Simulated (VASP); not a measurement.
# LiF (Fm-3m) in VASP: settings compared

Aim: see how the results for LiF move with the level of theory and the settings. Levels: PBE, LDA, r2SCAN. Tasks: single point.

Program: VASP 6.6.1. These are calculated values, not measurements. Logs are shortened: lines on timing, memory, paths and dates and some standing lists are left out, and cuts for length are marked.

### 1 The cell of the first run

Symmetry: Fm-3m, No. 225, cubic system. Conventional cell: a = 4.069 Å, b = 4.069 Å, c = 4.069 Å, α = 90.00°, β = 90.00°, γ = 90.00°. Within 2.7 Å of Li (site symmetry m-3m) lie 6 F at 2.03 Å. Within 2.7 Å of F (site symmetry m-3m) lie 6 Li at 2.03 Å.

### 2 Single point, PBE

INCAR reads:

```
  PREC = Accurate
  ENCUT = 520
  EDIFF = 1E-7
  ISMEAR = 0
  SIGMA = 0.02
  LREAL = False
  LASPH = True
  NELM = 80
  ALGO = Normal
  ISIF = 2
  LWAVE = False
  LCHARG = True
  GGA = PE
  LELF = True
  LVHAR = True
  NBANDS = 12
```

KPOINTS reads:

```
Automatic mesh
0
Gamma
  10 10 10
```

POSCAR reads:

```
LiF
1.0
    0.0000000000      2.0343001485      2.0343001485
    2.0343001485      0.0000000000      2.0343001485
    2.0343001485      2.0343001485      0.0000000000
Li F
1 1
Direct
    0.5000000000      0.5000000000      0.5000000000
    0.0000000000      0.0000000000      0.0000000000
```

Potentials or basis: VASP PAW PBE potentials, release 64 (Li_sv, F).

Started as:

```sh
$ cat potpaw_PBE.64/Li_sv/POTCAR potpaw_PBE.64/F/POTCAR > POTCAR
$ mpirun -np 1 vasp_std > vasp.out
```

OUTCAR:

```text
PREC = Accurate
   ENCUT = 520
   EDIFF = 1E-7
   ISMEAR = 0
   LREAL = False
   LASPH = True
   NELM = 80
   ISIF = 2
   GGA = PE

 ion  position               nearest neighbor table
   1  0.500  0.500  0.500-   2 2.03   2 2.03   2 2.03   2 2.03   2 2.03   2 2.03
   2  0.000  0.000  0.000-   1 2.03   1 2.03   1 2.03   1 2.03   1 2.03   1 2.03

  LATTYP: Found a face centered cubic cell.
 ALAT       =     4.0686002970

  Lattice vectors:

 A1 = (   0.0000000000,   2.0343001485,   2.0343001485)
 A2 = (   2.0343001485,   0.0000000000,   2.0343001485)
 A3 = (   2.0343001485,   2.0343001485,   0.0000000000)

Analysis of symmetry for initial positions (statically):
=====================================================================
 Subroutine PRICEL returns:
 Original cell was already a primitive cell.

 Routine SETGRP: Setting up the symmetry group for a
 face centered cubic supercell.

 Subroutine GETGRP returns: Found 48 space group operations
[... 9 lines left out ...]

 Routine SETGRP: Setting up the symmetry group for a
 face centered cubic supercell.

 Subroutine GETGRP returns: Found 48 space group operations
[... 11 lines left out ...]
                                     Primitive cell

  volume of cell :      16.8374

  direct lattice vectors                    reciprocal lattice vectors
     0.000000000  2.034300148  2.034300148    -0.245784773  0.245784773  0.245784773
     2.034300148  0.000000000  2.034300148     0.245784773 -0.245784773  0.245784773
     2.034300148  2.034300148  0.000000000     0.245784773  0.245784773 -0.245784773

  length of vectors
     2.876934860  2.876934860  2.876934860     0.425711714  0.425711714  0.425711714

  position of ions in fractional coordinates (direct lattice)
     0.500000000  0.500000000  0.500000000
     0.000000000  0.000000000  0.000000000

  ion indices of the primitive-cell ions
   primitive index   ion index
                 1           1
                 2           2

----------------------------------------------------------------------------------------

 KPOINTS: Automatic mesh

Automatic generation of k-mesh.
 Grid dimensions read from file:
 generate k-points for:   10   10   10

 Generating k-lattice:

  Cartesian coordinates                     Fractional coordinates (reciprocal lattice)
    -0.024578477  0.024578477  0.024578477     0.100000000  0.000000000  0.000000000
     0.024578477 -0.024578477  0.024578477     0.000000000  0.100000000  0.000000000
     0.024578477  0.024578477 -0.024578477     0.000000000  0.000000000  0.100000000

  Length of vectors
     0.042571171  0.042571171  0.042571171

  Shift w.r.t. Gamma in fractional coordinates (k-lattice)
     0.000000000  0.000000000  0.000000000

 Subroutine IBZKPT returns following result:
 ===========================================

 Found     47 irreducible k-points:

 Following reciprocal coordinates:
            Coordinates               Weight
  0.000000  0.000000  0.000000      1.000000
  0.100000  0.000000  0.000000      8.000000
  0.200000  0.000000  0.000000      8.000000
  0.300000  0.000000  0.000000      8.000000
  0.400000  0.000000  0.000000      8.000000
  0.500000  0.000000  0.000000      4.000000
[... 16 lines left out ...]
  0.300000  0.300000  0.000000      6.000000
  0.400000  0.300000  0.000000     24.000000
 [... further k-points ...]
   k-points           NKPTS =     47   k-points in BZ     NKDIM =     47   number of bands    NBANDS=     12
   number of dos      NEDOS =    301   number of ions     NIONS =      2
   total plane-waves  NPLWV =  13824
   dimension x,y,z NGX =    24 NGY =   24 NGZ =   24
   dimension x,y,z NGXF=    48 NGYF=   48 NGZF=   48
   ions per type =               1   1
   NGX,Y,Z   is equivalent  to a cutoff of  13.87, 13.87, 13.87 a.u.
   NGXF,Y,Z  is equivalent  to a cutoff of  27.74, 27.74, 27.74 a.u.
 SYSTEM =  unknown system
   PREC   = accura    normal or accurate (medium, high low for compatibility)
   ISTART =      0    job   : 0-new  1-cont  2-samecut
   ICHARG =      2    charge: 1-file 2-atom 10-const
   ISPIN  =      1    spin polarized calculation?
   LNONCOLLINEAR =      F non collinear calculations
   LSORBIT =      F    spin-orbit coupling
   LASPH  =      T    aspherical Exc in radial PAW
   ENCUT  =  520.0 eV  38.22 Ry    6.18 a.u.   5.35  5.35  5.35*2*pi/ulx,y,z
   NELM   =     80;   NELMIN=  2; NELMDL= -5     # of ELM steps
   EDIFF  = 0.1E-06   stopping-criterion for ELM
   LREAL  =      F    real-space projection
   EDIFFG = 0.1E-05   stopping-criterion for IOM
   NSW    =      0    number of steps for IOM
   IBRION =     -1    ionic relax: 0-MD 1-quasi-New 2-CG
   NFREE  =      0    steps in history (QN), initial steepest desc. (CG)
   ISIF   =      2    stress and relaxation
   ISYM   =      2    0-nonsym 1-usesym 2-fastsym
   POTIM  = 0.5000    time-step for ionic-motion
   TEBEG  =    0.0;   TEEND  =   0.0 temperature during run
   PSTRESS=    0.0 pullay stress
   NELECT =      10.0000    total number of electrons
   NUPDOWN=      -1.0000    fix difference up-down
   EMIN   =  10.00;   EMAX   =-10.00  energy-range for DOS
   EFERMI =   0.00;   METHOD = LEGACY
   ISMEAR =     0;   SIGMA  =   0.02  broadening in eV -4-tet -1-fermi 0-gaus
   EFERMI_NEDOS =   21; number of points for ismear=-14 and -15
   IALGO  =     38    algorithm
   IMIX   =      4    mixing-type and parameters
     AMIX     =   0.40;   BMIX     =  1.00
     AMIX_MAG =   1.60;   BMIX_MAG =  1.00
  volume/ion in A,a.u.               =       8.42        56.81
  Fermi-wavevector in a.u.,A,eV,Ry     =   1.376099  2.600451 25.764666  1.893650
  Thomas-Fermi vector in A             =   2.501375
   LORBIT       =      0    0 simple, 1 ext, 2 COOP (PROOUT), +10 PAW based schemes
   GGA     = PE    functional components
   LHFCALC =     F    Hartree Fock is set to
   AEXX    =    0.0000 exact exchange contribution
   IVDW    =     0    specifies the selected vdW correction
   LEPSILON=     F    determine dielectric tensor
   LRPA    =     F    only Hartree local field effects (RPA)
 non-spin polarized calculation
 Gauss-broadening in eV      SIGMA  =   0.02
  energy-cutoff  :      520.00
  volume of cell :       16.84
 maximum number of plane-waves:       469
 NGX is ok and might be reduce to    24
   NGX = 11   NGY = 11   NGZ = 11

 number of electron      10.0000000 magnetization

 number of electron       9.9999992 magnetization

 Free energy of the ion-electron system (eV)
  ---------------------------------------------------
  ext. energy  EPLUGINS =         0.00000000
  ---------------------------------------------------
  free energy    TOTEN  =        -9.64092301 eV

  energy without entropy =       -9.64092301  energy(sigma->0) =       -9.64092301

 E-fermi :  -1.0657     XC(G=0):  -9.8368

 val. band max:       -1.1969959568   @ k =   0.0000   0.0000   0.0000
 cond. band min:       7.6281803715   @ k =   0.0000   0.0000   0.0000
 fundamental gap:      8.8251763283
 Fermi energy:        -1.0656603117

 k-point     1 :       0.0000    0.0000    0.0000
  band No.  band energies     occupation
      1     -42.1870      2.00000
      2     -21.0900      2.00000
      3      -1.1970      2.00000
      4      -1.1970      2.00000
      5      -1.1970      2.00000
      6       7.6282      0.00000
      7      22.3736      0.00000
      8      22.3736      0.00000
      9      22.3736      0.00000
     10      22.8306      0.00000
     11      22.8306      0.00000
     12      22.8306      0.00000

 k-point     2 :       0.1000    0.0000    0.0000
  band No.  band energies     occupation
      1     -42.1821      2.00000
      2     -21.0528      2.00000
      3      -1.4758      2.00000
      4      -1.2189      2.00000
      5      -1.2189      2.00000
      6       7.9224      0.00000
      7      19.7963      0.00000
      8      21.1772      0.00000
      9      21.1772      0.00000
     10      23.8345      0.00000
     11      23.8345      0.00000
     12      23.8379      0.00000

 k-point     3 :       0.2000    0.0000    0.0000
  band No.  band energies     occupation
      1     -42.1693      2.00000
      2     -20.9542      2.00000
      3      -2.1423      2.00000
      4      -1.2752      2.00000
      5      -1.2752      2.00000
      6       8.5807      0.00000
      7      17.3545      0.00000
      8      19.7219      0.00000
      9      19.7219      0.00000
     10      24.7760      0.00000
     11      25.1627      0.00000
     12      25.1628      0.00000
[... 286 lines left out ...]
 k-point    23 :       0.3000    0.3000    0.0000
  band No.  band energies     occupation
      1     -42.1437      2.00000
      2     -20.6962      2.00000
      3      -3.0275      2.00000
      4      -1.8297      2.00000
      5      -1.8297      2.00000
      6      10.7805      0.00000
      7      16.5624      0.00000
      8      17.5382      0.00000
      9      18.8830      0.00000
     10      18.8830      0.00000
     11      32.5797      0.00000
     12      32.8871      0.00000

 k-point    24 :       0.4000    0.3000    0.0000
  band No.  band energies     occupation
      1     -42.1342      2.00000
      2     -20.5934      2.00000
      3      -3.4228      2.00000
      4      -2.0308      2.00000
      5      -1.9238      2.00000
      6      11.6055      0.00000
      7      15.4043      0.00000
      8      17.0230      0.00000
      9      18.6341      0.00000
     10      19.6975      0.00000
     11      32.0388      0.00000
     12      33.1830      0.00000

 [... further k-points ...]

------------------------ aborting loop because EDIFF is reached ----------------------------------------

  FORCE on cell =-STRESS in cart. coord.  units (eV):
  Direction    XX          YY          ZZ          XY          YZ          ZX
  --------------------------------------------------------------------------------------
  -------------------------------------------------------------------------------------
  Total       -0.0492129     -0.0492129     -0.0492129      0.0000000      0.0000000     -0.0000000
  in kB       -4.6828945     -4.6828945     -4.6828945      0.0000000      0.0000000     -0.0000000
  external PRESSURE =      -4.6828945 kB  Pullay stress =       0.0000000 kB

 VOLUME and BASIS-vectors are now :
 -----------------------------------------------------------------------------
  energy-cutoff  :      520.00
  volume of cell :       16.84
      direct lattice vectors                 reciprocal lattice vectors
     0.000000000  2.034300148  2.034300148    -0.245784773  0.245784773  0.245784773
     2.034300148  0.000000000  2.034300148     0.245784773 -0.245784773  0.245784773
     2.034300148  2.034300148  0.000000000     0.245784773  0.245784773 -0.245784773

 POSITION                                       TOTAL-FORCE (eV/Angst)
 -----------------------------------------------------------------------------------
      2.03430      2.03430      2.03430         0.000000     -0.000000      0.000000
      0.00000      0.00000      0.00000        -0.000000      0.000000     -0.000000
 -----------------------------------------------------------------------------------
    total drift:                                0.000000     -0.000000     -0.000000

  FREE ENERGIE OF THE ION-ELECTRON SYSTEM (eV)
  ---------------------------------------------------
  free  energy   TOTEN  =        -9.6409230107 eV

  energy  without entropy=       -9.6409230107  energy(sigma->0) =       -9.64092301
```

Wall time 8 s (1 thread of Intel Xeon Platinum 8259CL at 2.50GHz (Skylake/Cascade Lake), shared host); peak memory 0.13 GiB.

Results:

* Free energy: -9.6409 eV
* Band gap on the k mesh: 8.83 eV, direct

Levels at points of the mesh, in eV from the valence-band top:
```tsv
k point	band 2	band 3	band 4	band 5	band 6	band 7	band 8	band 9
(0.00, 0.00, 0.00)	-19.89	0.00	0.00	0.00	8.83	23.57	23.57	23.57
(0.50, 0.00, 0.00)	-19.48	-2.43	-0.22	-0.22	10.62	16.38	18.65	18.65
(0.50, 0.50, 0.00)	-19.24	-2.88	-0.95	-0.95	14.53	16.33	17.09	19.88
```

Caveat: the cutoff is under 1.25 times the usual one of these potentials, so pressure, stress and relaxed cells hold a basis-set (Pulay) error.

### 3 Single point, LDA

INCAR reads:

```
  ALGO = Normal
  EDIFF = 1E-6
  ENCUT = 520
  GGA = CA
  ISIF = 2
  ISMEAR = 0
  LASPH = T
  LCHARG = T
  LELF = T
  LREAL = F
  LVHAR = T
  LWAVE = F
  NBANDS = 12
  NELM = 60
  PREC = Accurate
  SIGMA = 0.02
```

KPOINTS reads:

```
k-points
0
Gamma
  10 10 10
```

POSCAR is that of step 2.

Potentials or basis: VASP PAW LDA potentials, release 64 (Li_sv, F).

Started as:

```sh
$ cat potpaw_LDA.64/Li_sv/POTCAR potpaw_LDA.64/F/POTCAR > POTCAR
$ mpirun -np 1 vasp_std > vasp.out
```

Wall time 6.4 s (1 thread of Intel Xeon Platinum 8259CL at 2.50GHz (Skylake/Cascade Lake), shared host); peak memory 0.12 GiB.

Results (log left out):

| Property | Result |
| --- | --- |
| Free energy | -10.4498 eV |
| Band gap on the k mesh | 8.57 eV, direct |

Levels at points of the mesh, in eV from the valence-band top:
| k point | band 2 | band 3 | band 4 | band 5 | band 6 | band 7 | band 8 | band 9 |
| --- | --- | --- | --- | --- | --- | --- | --- | --- |
| (0.00, 0.00, 0.00) | -19.49 | 0.00 | 0.00 | 0.00 | 8.57 | 23.07 | 23.07 | 23.07 |
| (0.50, 0.00, 0.00) | -19.06 | -2.49 | -0.22 | -0.22 | 10.22 | 16.02 | 18.18 | 18.18 |
| (0.50, 0.50, 0.00) | -18.79 | -2.99 | -0.99 | -0.99 | 14.14 | 15.89 | 16.77 | 19.42 |

Caveat: the cutoff is under 1.25 times the usual one of these potentials, so pressure, stress and relaxed cells hold a basis-set (Pulay) error. A k mesh can miss the band edges.

### 4 Single point, r2SCAN

POSCAR is that of step 3.

INCAR.step1 reads:

```
ALGO = Normal
EDIFF = 1E-4
ENCUT = 520
GGA = PE
ISMEAR = 0
LASPH = True
LCHARG = False
LREAL = False
LWAVE = True
NBANDS = 12
NELM = 60
PREC = Accurate
SIGMA = 0.02
```

INCAR.step2 reads:

```
ALGO = Normal
EDIFF = 1E-6
ENCUT = 520
ISIF = 2
ISMEAR = 0
ISTART = 1
LASPH = True
LCHARG = False
LMIXTAU = True
LREAL = False
LWAVE = False
METAGGA = R2SCAN
NBANDS = 12
NELM = 60
PREC = Accurate
SIGMA = 0.02
```

KPOINTS is that of step 3.

Potentials or basis: VASP PAW PBE potentials, release 64 (Li_sv, F).

Started as:

```sh
$ cat potpaw_PBE.64/Li_sv/POTCAR potpaw_PBE.64/F/POTCAR > POTCAR
$ cp INCAR.step1 INCAR
$ mpirun -np 1 vasp_std > vasp.out
$ cp INCAR.step2 INCAR
$ mpirun -np 1 vasp_std > vasp.out
```

It took 30 s on 1 thread of Intel Xeon Platinum 8259CL at 2.50GHz (Skylake/Cascade Lake), shared host; peak memory 0.14 GiB.

The run converged. Its results:

```
Free energy            : -11.8887 eV
Band gap on the k mesh : 9.97 eV, direct
```

Levels at points of the mesh, in eV from the valence-band top:
```
           k point  band 1  band 2  band 3  band 4  band 5  band 6  band 7  band 8  band 9  band 10
(0.00, 0.00, 0.00)  -42.13  -21.02    0.00    0.00    0.00    9.97   25.18   25.18   25.18    25.64
(0.50, 0.00, 0.00)  -42.08  -20.62   -2.40   -0.23   -0.23   11.66   17.75   20.17   20.17    31.67
(0.50, 0.50, 0.00)  -42.07  -20.39   -2.87   -0.96   -0.96   15.75   17.29   18.71   21.54    21.54
```

Caveat: the cutoff is under 1.25 times the usual one of these potentials, so pressure, stress and relaxed cells hold a basis-set (Pulay) error; the PAW data sets were made with another functional, which shifts forces and pressure a little. r2SCAN opens gaps a little over a GGA but as a rule still falls short of measured ones.

### 5 Summary

| level | potentials or basis | gap on the mesh (eV) |
| --- | --- | --- |
| PBE | VASP PAW PBE potentials, release 64 (Li_sv, F) | 8.83 |
| LDA | VASP PAW LDA potentials, release 64 (Li_sv, F) | 8.57 |
| r2SCAN | VASP PAW PBE potentials, release 64 (Li_sv, F) | 9.97 |

Alike in all rows: task single point; no spin polarisation; cell as given; k mesh 10 × 10 × 10; cutoff (eV) 520; smearing gaussian 0.02 eV.

Caveats: the cutoff is under 1.25 times the usual one of these potentials, so pressure, stress and relaxed cells hold a basis-set (Pulay) error; the PAW data sets were made with another functional, which shifts forces and pressure a little (some runs).

Absolute energies hang on the potentials; compare differences alone.
